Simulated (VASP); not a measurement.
BN, 2 atoms in the cell. The cell holds a slab with vacuum, 2 atoms: a = 2.559 Å, b = 2.521 Å, c = 26.000 Å, α = 90.00°, β = 90.00°, γ = 59.51°.  This cell differs from its parent crystal: strain along x +0.020, then relaxed in part.

```yaml
Program: VASP 6.6.1
Task: single point
Functional: PBE
Dispersion: D3(BJ)
Potentials_or_basis: VASP PAW PBE potentials, release 64 (B, N)
Cutoff: 520 eV
k_mesh: 10 × 10 × 1
Occupations: gaussian, width 0.02 eV
Spin: no spin polarisation
Dipole_correction: yes
Further_INCAR_settings: ALGO = Normal; EDIFF = 1e-06; NBANDS = 11
```

Potentials or basis: VASP PAW PBE potentials, release 64 (B, N).

Command:

```bash
$ cat potpaw_PBE.64/B/POTCAR potpaw_PBE.64/N/POTCAR > POTCAR
$ mpirun -np 1 vasp_std > vasp.out
```

Hardware: 1 thread of AMD EPYC 7R43 64-Core Processor (Zen 3), on a shared host.

Task: How long does it take, and how much memory?

Result: Run time: 2.3 min on 1 thread of AMD EPYC 7R43 64-Core Processor (Zen 3), on a shared host, peak memory 0.27 GiB. Counts: scf iterations 21, k points 52.
